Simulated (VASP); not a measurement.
# Al2Ga3P5 in VASP: further runs, part 2 of 3

VASP 6.6.1. Earlier steps stand in the parts before.

**3. Single point, PBE**

This run uses another cell than the first one, of 18.71 Å³/atom.

Input file INCAR:

```
  ALGO = Normal
  EDIFF = 1E-6
  ENCUT = 500
  GGA = PE
  GGA_COMPAT = F
  ISIF = 2
  ISMEAR = 0
  LASPH = T
  LCHARG = T
  LELF = T
  LREAL = F
  LVHAR = T
  LWAVE = F
  NBANDS = 46
  NELM = 120
  PREC = Accurate
  SIGMA = 0.1
```

Input file KPOINTS:

```
k-points
0
Gamma
  6 6 6
```

Input file POSCAR:

```
Al2Ga3P5
1.0
   -1.8770401500      1.8770401500     13.2726782100
    1.8770401500     -1.8770401500     13.2726782100
    1.8770401500      1.8770401500    -13.2726782100
Al Ga P
2 3 5
Direct
    0.8000000000      0.8000000000      0.0000000000
    0.2000000000      0.2000000000      0.0000000000
    0.6000000000      0.6000000000      0.0000000000
    0.0000000000      0.0000000000      0.0000000000
    0.4000000000      0.4000000000      0.0000000000
    0.9500000000      0.4500000000      0.5000000000
    0.3500000000      0.8500000000      0.5000000000
    0.7500000000      0.2500000000      0.5000000000
    0.1500000000      0.6500000000      0.5000000000
    0.5500000000      0.0500000000      0.5000000000
```

Potentials or basis: VASP PAW PBE potentials, release 64 (Al, Ga_d, P).

Run with:

```console
cat potpaw_PBE.64/Al/POTCAR potpaw_PBE.64/Ga_d/POTCAR potpaw_PBE.64/P/POTCAR > POTCAR
mpirun -np 1 vasp_std > vasp.out
```

OUTCAR:

```text
EDIFF = 1E-6
   ENCUT = 500
   GGA = PE
   ISIF = 2
   ISMEAR = 0
   LASPH = T
   LREAL = F
   NELM = 120
   PREC = Accurate

 ion  position               nearest neighbor table
   1  0.800  0.800  0.000-   8 2.30   8 2.30   7 2.30   7 2.30
   2  0.200  0.200  0.000-   8 2.30   8 2.30   9 2.30   9 2.30
   3  0.600  0.600  0.000-   9 2.30   9 2.30  10 2.30  10 2.30
   4  0.000  0.000  0.000-  10 2.30   6 2.30  10 2.30   6 2.30
   5  0.400  0.400  0.000-   7 2.30   7 2.30   6 2.30   6 2.30
   6  0.950  0.450  0.500-   4 2.30   4 2.30   5 2.30   5 2.30
   7  0.350  0.850  0.500-   5 2.30   5 2.30   1 2.30   1 2.30
   8  0.750  0.250  0.500-   1 2.30   2 2.30   1 2.30   2 2.30
   9  0.150  0.650  0.500-   3 2.30   3 2.30   2 2.30   2 2.30
  10  0.550  0.050  0.500-   4 2.30   4 2.30   3 2.30   3 2.30

  LATTYP: Found a body centered tetragonal cell.
 ALAT       =     3.7540803000
 C/A-ratio  =     7.0710678245

  Lattice vectors:

 A1 = (  -1.8770401500,   1.8770401500,  13.2726782100)
 A2 = (   1.8770401500,  -1.8770401500,  13.2726782100)
 A3 = (   1.8770401500,   1.8770401500, -13.2726782100)

Analysis of symmetry for initial positions (statically):
=====================================================================
 Subroutine PRICEL returns:
 Original cell was already a primitive cell.

 Routine SETGRP: Setting up the symmetry group for a
 body centered tetragonal supercell.

 Subroutine GETGRP returns: Found  8 space group operations
 (whereof  8 operations were pure point group operations)
 out of a pool of 16 trial point group operations.

The static configuration has the point symmetry D_2d.

Analysis of symmetry for dynamics (positions and initial velocities):
=====================================================================
 Subroutine PRICEL returns:
 Original cell was already a primitive cell.

 Routine SETGRP: Setting up the symmetry group for a
[... 147 lines left out ...]
   GGA     = PE    functional components
   LHFCALC =     F    Hartree Fock is set to
   AEXX    =    0.0000 exact exchange contribution
   IVDW    =     0    specifies the selected vdW correction
   LEPSILON=     F    determine dielectric tensor
   LRPA    =     F    only Hartree local field effects (RPA)
 non-spin polarized calculation
 Gauss-broadening in eV      SIGMA  =   0.10
  energy-cutoff  :      500.00
  volume of cell :      187.05
 maximum number of plane-waves:      4789
   NGX = 49   NGY = 49   NGZ = 49

 number of electron      69.9999995 magnetization

 Free energy of the ion-electron system (eV)
  ---------------------------------------------------
  ext. energy  EPLUGINS =         0.00000000
  ---------------------------------------------------
  free energy    TOTEN  =       -47.43108265 eV

  energy without entropy =      -47.43108265  energy(sigma->0) =      -47.43108265

 E-fermi :   5.9242     XC(G=0):  -9.9339

 val. band max:        5.4734709266   @ k =   0.0000   0.0000   0.0000
 cond. band min:       6.8481594458   @ k =   0.5000   0.5000   0.5000
 fundamental gap:      1.3746885193
 Fermi energy:         5.9241700810

 k-point     1 :       0.0000    0.0000    0.0000
  band No.  band energies     occupation
      1      -9.1745      2.00000
      2      -9.1390      2.00000
      3      -9.0664      2.00000
      4      -9.0319      2.00000
      5      -9.0319      2.00000
      6      -9.0132      2.00000
[... 1165 lines left out ...]
     45      10.0844      0.00000
     46      10.3069      0.00000

 [... further k-points ...]

------------------------ aborting loop because EDIFF is reached ----------------------------------------

  FORCE on cell =-STRESS in cart. coord.  units (eV):
  Direction    XX          YY          ZZ          XY          YZ          ZX
  --------------------------------------------------------------------------------------
  -------------------------------------------------------------------------------------
  Total       12.8342601     12.8342601     12.6021085      0.0000000      0.0000000      0.0000000
  in kB      109.9298758    109.9298758    107.9414172      0.0000000      0.0000000      0.0000000
  external PRESSURE =     109.2670563 kB  Pullay stress =       0.0000000 kB

 VOLUME and BASIS-vectors are now :
 -----------------------------------------------------------------------------
  energy-cutoff  :      500.00
  volume of cell :      187.05
      direct lattice vectors                 reciprocal lattice vectors
    -1.877040150  1.877040150 13.272678210     0.000000000  0.266376827  0.037671372
     1.877040150 -1.877040150 13.272678210     0.266376827  0.000000000  0.037671372
     1.877040150  1.877040150-13.272678210     0.266376827  0.266376827  0.000000000

 POSITION                                       TOTAL-FORCE (eV/Angst)
 -----------------------------------------------------------------------------------
      0.00000      0.00000     21.23629        -0.000000      0.000000      0.031241
      0.00000      0.00000      5.30907        -0.000000      0.000000     -0.031241
      0.00000      0.00000     15.92721        -0.000000      0.000000     -0.040017
      0.00000      0.00000      0.00000         0.000000     -0.000000     -0.000000
      0.00000      0.00000     10.61814        -0.000000      0.000000      0.040017
      0.00000      1.87704     11.94541         0.000000     -0.000000      0.013889
      1.87704      0.00000      9.29087        -0.000000      0.000000     -0.037985
      0.00000      1.87704      6.63634         0.000000     -0.000000     -0.000000
      1.87704      0.00000      3.98180        -0.000000      0.000000      0.037985
      0.00000      1.87704      1.32727         0.000000     -0.000000     -0.013889
 -----------------------------------------------------------------------------------
    total drift:                                0.000000     -0.000000      0.000000

  FREE ENERGIE OF THE ION-ELECTRON SYSTEM (eV)
  ---------------------------------------------------
  free  energy   TOTEN  =       -47.4310826490 eV

  energy  without entropy=      -47.4310826490  energy(sigma->0) =      -47.43108265
```

OSZICAR:

```text
N       E                     dE             d eps       ncg     rms          rms(c)
DAV:   1     0.581450459985E+03    0.58145E+03   -0.29970E+04  3086   0.190E+03
DAV:   2     0.455249473740E+02   -0.53593E+03   -0.51047E+03  3024   0.528E+02
DAV:   3    -0.433103901717E+02   -0.88835E+02   -0.85707E+02  3208   0.154E+02
DAV:   4    -0.489805296559E+02   -0.56701E+01   -0.56361E+01  3724   0.399E+01
DAV:   5    -0.491185351116E+02   -0.13801E+00   -0.13776E+00  3886   0.601E+00    0.107E+01
DAV:   6    -0.476158962036E+02    0.15026E+01   -0.25170E+00  4002   0.163E+01    0.674E+00
DAV:   7    -0.474426717061E+02    0.17322E+00   -0.19702E+00  3368   0.552E+00    0.250E+00
DAV:   8    -0.474296303986E+02    0.13041E-01   -0.25895E-01  3606   0.485E+00    0.901E-01
DAV:   9    -0.474307783918E+02   -0.11480E-02   -0.31696E-02  3760   0.201E+00    0.189E-01
DAV:  10    -0.474307577224E+02    0.20669E-04   -0.47642E-03  3684   0.787E-01    0.877E-02
DAV:  11    -0.474310224260E+02   -0.26470E-03   -0.78741E-04  3800   0.260E-01    0.431E-02
DAV:  12    -0.474310544790E+02   -0.32053E-04   -0.10695E-04  3532   0.149E-01    0.188E-02
DAV:  13    -0.474310792210E+02   -0.24742E-04   -0.41703E-05  3160   0.709E-02    0.930E-03
DAV:  14    -0.474310820339E+02   -0.28129E-05   -0.13750E-05  3398   0.555E-02    0.846E-03
DAV:  15    -0.474310826490E+02   -0.61513E-06   -0.41042E-06  2730   0.122E-02
   1 F= -.47431083E+02 E0= -.47431083E+02  d E =-.837216E-12
```

Run time: 69 min. Hardware: 1 thread of Intel Xeon Platinum 8259CL at 2.50GHz (Skylake/Cascade Lake), shared host; peak memory 1.7 GiB.

Results:

| Quantity | Value |
| --- | --- |
| Free energy | -47.4311 eV |
| Pressure | 10.9 GPa |
| Largest force | 0.040 eV/Å |
| Band gap on the k mesh | 1.37 eV |

Forces in eV/Å, atoms in the order of the input:
```
Al   0.000  0.000  0.031
Al   0.000  0.000 -0.031
Ga   0.000  0.000 -0.040
Ga   0.000  0.000  0.000
Ga   0.000  0.000  0.040
P    0.000  0.000  0.014
P    0.000  0.000 -0.038
P    0.000  0.000  0.000
P    0.000  0.000  0.038
P    0.000  0.000 -0.014
```

Stress tensor (GPa, compression positive):
```
10.99  0.00  0.00
 0.00 10.99  0.00
 0.00  0.00 10.79
```

Caveat: the cell stands under pressure.

**4. Single point, PBE**

This run uses another cell than the first one, of the same volume but with other edges.

Input file INCAR:

```
ALGO = Normal ; EDIFF = 1E-6
ENCUT = 500 ; GGA = PE
GGA_COMPAT = F ; ISIF = 2
ISMEAR = 0 ; LASPH = T
LCHARG = F ; LREAL = F
LWAVE = F ; NBANDS = 46
NELM = 120 ; PREC = Accurate
SIGMA = 0.1
```

KPOINTS is that of step 3.

Input file POSCAR:

```
Al2Ga3P5
1.0
   -1.9485292861      1.9485292861     13.7415371056
    1.9485292861     -1.9485292861     13.7415371056
    1.9485292861      1.9485292861    -13.7415371056
Al Ga P
2 3 5
Direct
    0.8000144158      0.8000144158      0.0000000000
    0.1999855842      0.1999855842      0.0000000000
    0.5999727604      0.5999727604      0.0000000000
    0.0000000000      0.0000000000      0.0000000000
    0.4000272396      0.4000272396      0.0000000000
    0.9500234059      0.4500234059      0.5000000000
    0.3497933110      0.8497933110      0.5000000000
    0.7500000000      0.2500000000      0.5000000000
    0.1502066890      0.6502066890      0.5000000000
    0.5499765941      0.0499765941      0.5000000000
```

Run with:

```console
cat potpaw_PBE.64/Al/POTCAR potpaw_PBE.64/Ga_d/POTCAR potpaw_PBE.64/P/POTCAR > POTCAR
mpirun -np 1 vasp_std > vasp.out
```

Run time: 61 min. Hardware: 1 thread of Intel Xeon Platinum 8259CL at 2.50GHz (Skylake/Cascade Lake), shared host; peak memory 2 GiB.

It converged, with:

```yaml
Free_energy: -48.1044 eV
Pressure: 0.0 GPa
Largest_force: 0.006 eV/Å
Band_gap_on_the_k_mesh: 1.57 eV
```

Forces on the atoms (eV/Å):
```
Al   0.000  0.000 -0.006
Al   0.000  0.000  0.006
Ga   0.000  0.000  0.003
Ga   0.000  0.000  0.000
Ga   0.000  0.000 -0.003
P    0.000  0.000  0.001
P    0.000  0.000 -0.002
P    0.000  0.000  0.000
P    0.000  0.000  0.002
P    0.000  0.000 -0.001
```

Levels at points of the mesh, in eV from the valence-band top:
```tsv
k point	band 32	band 33	band 34	band 35	band 36	band 37	band 38	band 39
(0.00, 0.00, 0.00)	-1.09	-0.01	0.00	0.00	1.57	1.91	2.06	2.37
(0.50, 0.00, 0.00)	-0.98	-0.95	-0.94	-0.93	1.95	2.51	2.75	3.37
(0.50, 0.50, 0.00)	-2.67	-2.63	-2.37	-2.37	1.64	2.04	2.21	2.55
(0.50, 0.50, 0.50)	-0.52	-0.52	-0.27	-0.27	1.61	1.97	2.09	2.27
```

[end of part 2 of 3]
